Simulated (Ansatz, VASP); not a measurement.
# GaGe: VASP beside Ansatz

File INCAR:

```
  ALGO = Normal
  EDIFF = 1E-6
  ENCUT = 520
  GGA = PE
  ISIF = 2
  ISMEAR = 0
  LASPH = True
  LCHARG = False
  LREAL = False
  LWAVE = False
  NBANDS = 20
  NELM = 60
  PREC = Accurate
  SIGMA = 0.013000000000000001
```

Contents of KPOINTS:

```
k-points
0
Gamma
  8 8 8
```

The input POSCAR:

```
GaGe
1.0
    0.0000000000      2.8978440000      2.8978440000
    2.8978440000      0.0000000000      2.8978440000
    2.8978440000      2.8978440000      0.0000000000
Ge Ga
1 1
Direct
    0.0000000000      0.0000000000      0.0000000000
    0.2500000000      0.2500000000      0.2500000000
```

input.yaml

```yaml
crystal:
  lattice:
    - [0.0, 2.897844, 2.897844]
    - [2.897844, 0.0, 2.897844]
    - [2.897844, 2.897844, 0.0]
  atoms:
    - { symbol: Ge, position: [0.0, 0.0, 0.0] }
    - { symbol: Ga, position: [0.25, 0.25, 0.25] }
hamiltonian:
  xc: pbe
  pseudopotentials: { kind: paw }
kpoints:
  mp_grid: { grid: [8, 8, 8] }
scf:
  occupations: { method: gaussian, width: 0.013 }
output:
  forces: true
  stress: true
  eigenvalues: true
  write_density: true
  write_potential: true
  elf: true
  volumetric_format: npy
```

Alike in both runs: task single point; functional PBE; k mesh 8 × 8 × 8; occupations gaussian, width 0.013 eV; no spin polarisation.

|  | VASP | Ansatz |
| --- | --- | --- |
| version | VASP 6.6.1 | Ansatz 0.2.0 |
| potentials or method | VASP PAW PBE potentials, release 64 (Ge_d, Ga_d) | Ansatz PAW |
| plane-wave cutoff (eV) | 520 | 420 |
| valence electrons in the cell | 27 | 27 |

```csv
,VASP,Ansatz,Ansatz less VASP
gap on the k mesh at the Fermi level (eV),none,none,-
pressure (GPa),0.3,0.2,-0.03
```

A gap of «none» marks a metal or a gap that the smearing closes.
